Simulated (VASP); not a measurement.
Here is a VASP 6.6.1 calculation.

INCAR

```
  ALGO = Normal
  EDIFF = 1E-6
  ENCUT = 520
  GGA = PE
  ISIF = 2
  ISMEAR = -1
  LASPH = True
  LCHARG = True
  LELF = True
  LREAL = False
  LVHAR = True
  LWAVE = False
  NBANDS = 15
  NELM = 60
  PREC = Accurate
  SIGMA = 0.02
```

The input KPOINTS:

```
k-points
0
Gamma
  6 6 6
```

File POSCAR:

```
KI
1.0
    0.0000000000      3.5478920710      3.5478920710
    3.5478920710      0.0000000000      3.5478920710
    3.5478920710      3.5478920710      0.0000000000
K I
1 1
Direct
    0.0000000000      0.0000000000      0.0000000000
    0.5000000000      0.5000000000      0.5000000000
```

Potentials or basis: VASP PAW PBE potentials, release 64 (K_sv, I).

Run with:

```sh
$ cat potpaw_PBE.64/K_sv/POTCAR potpaw_PBE.64/I/POTCAR > POTCAR
$ mpirun -np 1 vasp_std > vasp.out
```

Problem. What does it give for the pressure?

Solution. 0.5 GPa.

Problem. Estimate the band gap on the k mesh.

Solution. 3.93 eV.

Caveat: spin-orbit coupling is left out, which moves the levels of the heavy elements.
